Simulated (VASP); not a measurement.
# Ca5O (P6/mmm) in VASP: notebook

Ca5O is run at these levels: PBE; tasks: single point, relaxation of cell and atoms.

Everything below comes from runs of VASP 6.6.1. Logs are shortened: lines on timing, memory, paths and dates and some standing lists are left out, and cuts for length are marked.

## 1. The cell of the first run

Symmetry: P6/mmm, No. 191, hexagonal system. Conventional cell: a = 5.917 Å, b = 5.917 Å, c = 4.591 Å, α = 90.00°, β = 90.00°, γ = 120.00°. Within 3.8 Å of Ca (site symmetry mmm) lie 8 Ca at 2.86 to 2.96 Å and 4 O at 3.74 Å. Within 3.8 Å of Ca (site symmetry -6m2) lie 9 Ca at 2.86 to 3.42 Å and 3 O at 3.42 Å. O (site symmetry 6/mmm) has 18 Ca at 3.42 to 3.74 Å and 2 O at 4.59 Å within 4.6 Å.

The cell was generated, and may not be a known phase.

## 2. Single point, PBE

INCAR

```
PREC = Accurate
ENCUT = 520
EDIFF = 1E-6
ISMEAR = 0
SIGMA = 0.1
LREAL = F
LASPH = T
NELM = 60
ALGO = Normal
ISIF = 2
LWAVE = F
LCHARG = F
GGA = PE
NBANDS = 37
```

KPOINTS

```
Automatic mesh
0
Gamma
  3 3 4
```

POSCAR

```
Ca5O
1.0
    5.9165030600      0.0000000000      0.0000000000
   -2.9582515300      5.1238419500      0.0000000000
    0.0000000000      0.0000000000      4.5912775100
Ca O
5 1
Direct
    0.5000000000      0.0000000000      0.5000000000
    0.5000000000      0.5000000000      0.5000000000
    0.0000000000      0.5000000000      0.5000000000
    0.3333333300      0.6666666700      0.0000000000
    0.6666666700      0.3333333300      0.0000000000
    0.0000000000      0.0000000000      0.0000000000
```

Potentials or basis: VASP PAW PBE potentials, release 64 (Ca_sv, O).

Started as:

```sh
cat potpaw_PBE.64/Ca_sv/POTCAR potpaw_PBE.64/O/POTCAR > POTCAR
mpirun -np 1 vasp_std > vasp.out
```

OUTCAR:

```text
PREC = Accurate
   ENCUT = 520
   EDIFF = 1E-6
   ISMEAR = 0
   LREAL = F
   LASPH = T
   NELM = 60
   ISIF = 2
   GGA = PE

 ion  position               nearest neighbor table
   1  0.500  0.000  0.500-   4 2.86   5 2.86   4 2.86   5 2.86   2 2.96   3 2.96   2 2.96   3 2.96

   2  0.500  0.500  0.500-   4 2.86   5 2.86   4 2.86   5 2.86   1 2.96   1 2.96   3 2.96   3 2.96

   3  0.000  0.500  0.500-   4 2.86   5 2.86   4 2.86   5 2.86   1 2.96   1 2.96   2 2.96   2 2.96

   4  0.333  0.667  0.000-   1 2.86   1 2.86   3 2.86   3 2.86   2 2.86   2 2.86
   5  0.667  0.333  0.000-   1 2.86   1 2.86   3 2.86   3 2.86   2 2.86   2 2.86
   6  0.000  0.000  0.000-

  LATTYP: Found a hexagonal cell.
 ALAT       =     5.9165030600
 C/A-ratio  =     0.7760120232

  Lattice vectors:

 A1 = (   5.9165030600,   0.0000000000,   0.0000000000)
 A2 = (  -2.9582515300,   5.1238419500,   0.0000000000)
 A3 = (   0.0000000000,   0.0000000000,   4.5912775100)

Analysis of symmetry for initial positions (statically):
=====================================================================
 Subroutine PRICEL returns:
 Original cell was already a primitive cell.

 Routine SETGRP: Setting up the symmetry group for a
 hexagonal supercell.

 Subroutine GETGRP returns: Found 24 space group operations
 (whereof 24 operations were pure point group operations)
 out of a pool of 24 trial point group operations.

The static configuration has the point symmetry D_6h.

Analysis of symmetry for dynamics (positions and initial velocities):
=====================================================================
 Subroutine PRICEL returns:
 Original cell was already a primitive cell.

 Routine SETGRP: Setting up the symmetry group for a
 hexagonal supercell.

 Subroutine GETGRP returns: Found 24 space group operations
 (whereof 24 operations were pure point group operations)
 out of a pool of 24 trial point group operations.

The dynamic configuration has the point symmetry D_6h.

 Subroutine INISYM returns: Found 24 space group operations
 (whereof 24 operations are pure point group operations),
 and found     1 'primitive' translations

----------------------------------------------------------------------------------------

                                     Primitive cell

[... 82 lines left out ...]
   EDIFF  = 0.1E-05   stopping-criterion for ELM
   LREAL  =      F    real-space projection
   EDIFFG = 0.1E-04   stopping-criterion for IOM
   NSW    =      0    number of steps for IOM
   IBRION =     -1    ionic relax: 0-MD 1-quasi-New 2-CG
   NFREE  =      0    steps in history (QN), initial steepest desc. (CG)
   ISIF   =      2    stress and relaxation
   ISYM   =      2    0-nonsym 1-usesym 2-fastsym
   POTIM  = 0.5000    time-step for ionic-motion
   TEBEG  =    0.0;   TEEND  =   0.0 temperature during run
   PSTRESS=    0.0 pullay stress
   NELECT =      56.0000    total number of electrons
   NUPDOWN=      -1.0000    fix difference up-down
   EMIN   =  10.00;   EMAX   =-10.00  energy-range for DOS
   EFERMI =   0.00;   METHOD = LEGACY
   ISMEAR =     0;   SIGMA  =   0.10  broadening in eV -4-tet -1-fermi 0-gaus
   EFERMI_NEDOS =   21; number of points for ismear=-14 and -15
   IALGO  =     38    algorithm
   IMIX   =      4    mixing-type and parameters
     AMIX     =   0.40;   BMIX     =  1.00
     AMIX_MAG =   1.60;   BMIX_MAG =  1.00
  volume/ion in A,a.u.               =      23.20       156.55
  Fermi-wavevector in a.u.,A,eV,Ry     =   1.208573  2.283871 19.873317  1.460648
  Thomas-Fermi vector in A             =   2.344176
   LORBIT       =      0    0 simple, 1 ext, 2 COOP (PROOUT), +10 PAW based schemes
   GGA     = PE    functional components
   LHFCALC =     F    Hartree Fock is set to
   AEXX    =    0.0000 exact exchange contribution
   IVDW    =     0    specifies the selected vdW correction
   LEPSILON=     F    determine dielectric tensor
   LRPA    =     F    only Hartree local field effects (RPA)
 non-spin polarized calculation
 Gauss-broadening in eV      SIGMA  =   0.10
  energy-cutoff  :      520.00
  volume of cell :      139.19
 maximum number of plane-waves:      3774
 NGX is ok and might be reduce to    48
   NGX = 21   NGY = 21   NGZ = 17

 number of electron      56.0000002 magnetization

 Free energy of the ion-electron system (eV)
  ---------------------------------------------------
  ext. energy  EPLUGINS =         0.00000000
  ---------------------------------------------------
  free energy    TOTEN  =        -4.90352129 eV

  energy without entropy =       -4.88421710  energy(sigma->0) =       -4.89386920

 E-fermi :   3.9244     XC(G=0):  -9.2596

 val. band max:        3.8391131862   @ k =   0.3333   0.3333   0.2500
 cond. band min:       3.9617766055   @ k =   0.0000   0.0000   0.0000
 fundamental gap:      0.1226634192
 Fermi energy:         3.9243718180

 k-point     1 :       0.0000    0.0000    0.0000
  band No.  band energies     occupation
      1     -37.6358      2.00000
      2     -37.3109      2.00000
      3     -37.3109      2.00000
      4     -37.1772      2.00000
      5     -37.0920      2.00000
      6     -19.4763      2.00000
[... 349 lines left out ...]
     36       5.7371      0.00000
     37       5.9256      0.00000

------------------------ aborting loop because EDIFF is reached ----------------------------------------

  FORCE on cell =-STRESS in cart. coord.  units (eV):
  Direction    XX          YY          ZZ          XY          YZ          ZX
  --------------------------------------------------------------------------------------
  -------------------------------------------------------------------------------------
  Total       12.5029834     12.5029833     26.6266067      0.0000000     -0.0000000      0.0000000
  in kB      143.9228907    143.9228906    306.5011041      0.0000000     -0.0000000      0.0000000
  external PRESSURE =     198.1156285 kB  Pullay stress =       0.0000000 kB

 VOLUME and BASIS-vectors are now :
 -----------------------------------------------------------------------------
  energy-cutoff  :      520.00
  volume of cell :      139.19
      direct lattice vectors                 reciprocal lattice vectors
     5.916503060  0.000000000  0.000000000     0.169018758  0.097583026  0.000000000
    -2.958251530  5.123841950  0.000000000     0.000000000  0.195166051  0.000000000
     0.000000000  0.000000000  4.591277510     0.000000000  0.000000000  0.217804303

 POSITION                                       TOTAL-FORCE (eV/Angst)
 -----------------------------------------------------------------------------------
      2.95825      0.00000      2.29564         0.000000      0.000000      0.000000
      1.47913      2.56192      2.29564         0.000000      0.000000      0.000000
     -1.47913      2.56192      2.29564         0.000000      0.000000      0.000000
     -0.00000      3.41589      0.00000         0.000000     -0.000000      0.000000
      2.95825      1.70795      0.00000        -0.000000     -0.000000      0.000000
      0.00000      0.00000      0.00000         0.000000      0.000000      0.000000
 -----------------------------------------------------------------------------------
    total drift:                               -0.000000      0.000000     -0.000000

  FREE ENERGIE OF THE ION-ELECTRON SYSTEM (eV)
  ---------------------------------------------------
  free  energy   TOTEN  =        -4.9035212894 eV

  energy  without entropy=       -4.8842171030  energy(sigma->0) =       -4.89386920
```

OSZICAR:

```text
N       E                     dE             d eps       ncg     rms          rms(c)
DAV:   1     0.609708702932E+03    0.60971E+03   -0.28317E+04   666   0.149E+03
DAV:   2     0.401309414249E+02   -0.56958E+03   -0.56083E+03   696   0.457E+02
DAV:   3    -0.217361762969E+01   -0.42305E+02   -0.41179E+02  1132   0.907E+01
DAV:   4    -0.673941614436E+01   -0.45658E+01   -0.43468E+01  1044   0.239E+01
DAV:   5    -0.695739234638E+01   -0.21798E+00   -0.21635E+00  1031   0.470E+00    0.796E+00
DAV:   6    -0.700565085862E+01   -0.48259E-01   -0.16123E+01   879   0.107E+01    0.142E+01
DAV:   7    -0.507727933089E+01    0.19284E+01   -0.11581E+01   850   0.670E+00    0.277E+00
DAV:   8    -0.490513775295E+01    0.17214E+00   -0.11475E+00   887   0.391E+00    0.844E-01
DAV:   9    -0.490212158987E+01    0.30162E-02   -0.11241E-01  1007   0.134E+00    0.379E-01
DAV:  10    -0.490286523987E+01   -0.74365E-03   -0.96938E-03  1004   0.414E-01    0.202E-01
DAV:  11    -0.490346458796E+01   -0.59935E-03   -0.11357E-03   839   0.220E-01    0.763E-02
DAV:  12    -0.490352355916E+01   -0.58971E-04   -0.37848E-04   900   0.969E-02    0.207E-02
DAV:  13    -0.490352177235E+01    0.17868E-05   -0.25060E-05   956   0.295E-02    0.111E-02
DAV:  14    -0.490352128939E+01    0.48295E-06   -0.56845E-06   692   0.119E-02
   1 F= -.49035213E+01 E0= -.48938692E+01  d E =-.193042E-01
```

stdout:

```text
POSCAR found type information on POSCAR CaO
 POSCAR found :  2 types and       6 ions
 scaLAPACK will be used
 LDA part: xc-table for (Slater+PW92), standard interpolation
 POSCAR, INCAR and KPOINTS ok, starting setup
 FFT: planning ... GRIDC
 FFT: planning ... GRID_SOFT
 FFT: planning ... GRID
 WAVECAR not read
 entering main loop
```

It took 2.3 min on 1 thread of Intel Xeon Platinum 8375C at 2.90GHz (Ice Lake), shared host; peak memory 0.26 GiB.

What came out:

- Free energy: -4.9035 eV
- Pressure: 19.8 GPa
- Band gap on the k mesh: zero (bands 28 and 29 overlap by 0.68 eV)

Levels at points of the mesh, in eV from the Fermi level:
```tsv
k point	band 25	band 26	band 27	band 28	band 29	band 30	band 31	band 32	band 33	band 34
(0.00, 0.00, 0.00)	-1.78	-1.78	0.04	0.04	0.19	0.19	0.32	0.49	0.49	0.68
(0.00, 0.00, 0.50)	-1.58	-1.29	-1.18	-0.53	-0.53	0.82	1.10	1.10	1.68	1.68
```

Caveat: the k points lie up to 0.41 Å⁻¹ apart, too coarse for converged energies and pressures of a metal; semilocal functionals underestimate gaps, and a narrow one can read as zero.

## 3. Single point, PBE

This run uses another cell than the first one, of 43.20 Å³/atom.

INCAR

```
SYSTEM = Ca5O
  PREC = Accurate
  ENCUT = 520
  EDIFF = 1E-7
  ISMEAR = 0
  SIGMA = 0.1
  LREAL = .False.
  LASPH = .True.
  NELM = 60
  ALGO = Normal
  ISIF = 2
  LWAVE = .False.
  LCHARG = .False.
  GGA = PE
  NBANDS = 37
```

KPOINTS

```
regular mesh
0
Gamma
  3 3 4
  0 0 0
```

POSCAR

```
Ca5O
1.0
    6.7944086222      0.0000000000      0.0000000000
   -3.3972043111      5.8841304705      0.0000000000
    0.0000000000      0.0000000000      6.4839011916
Ca O
5 1
Direct
    0.5000000000      0.0000000000      0.5000000000
    0.5000000000      0.5000000000      0.5000000000
    0.0000000000      0.5000000000      0.5000000000
    0.3333333333      0.6666666667      0.0000000000
    0.6666666667      0.3333333333      0.0000000000
    0.0000000000      0.0000000000      0.0000000000
```

Potentials or basis: VASP PAW PBE potentials, release 64 (Ca_sv, O).

Started as:

```sh
cat potpaw_PBE.64/Ca_sv/POTCAR potpaw_PBE.64/O/POTCAR > POTCAR
mpirun -np 1 vasp_std > vasp.out
```

Wall time 6.1 min (1 thread of Intel Xeon Platinum 8375C at 2.90GHz (Ice Lake), shared host); peak memory 0.36 GiB.

The run converged. Its results:

```
Free energy            : -11.1721 eV
Pressure               : 0.1 GPa
Band gap on the k mesh : zero (bands 28 and 29 overlap by 0.50 eV)
```

Stress tensor (GPa, compression positive):
```
0.02 0.00 0.00
0.00 0.02 0.00
0.00 0.00 0.21
```

Levels at points of the mesh, in eV from the Fermi level:
```tsv
k point	band 26	band 27	band 28	band 29	band 30	band 31	band 32	band 33
(0.00, 0.00, 0.00)	-0.53	-0.05	-0.04	-0.04	0.20	0.29	0.59	1.03
(0.00, 0.00, 0.50)	-0.64	-0.56	-0.04	-0.04	0.55	0.85	1.05	1.05
```

Caveat: semilocal functionals underestimate gaps, and a narrow one can read as zero.

(Part 1 of 3 ends here.)

The gap in the log of VASP goes by the Fermi energy; the results here count the filled bands.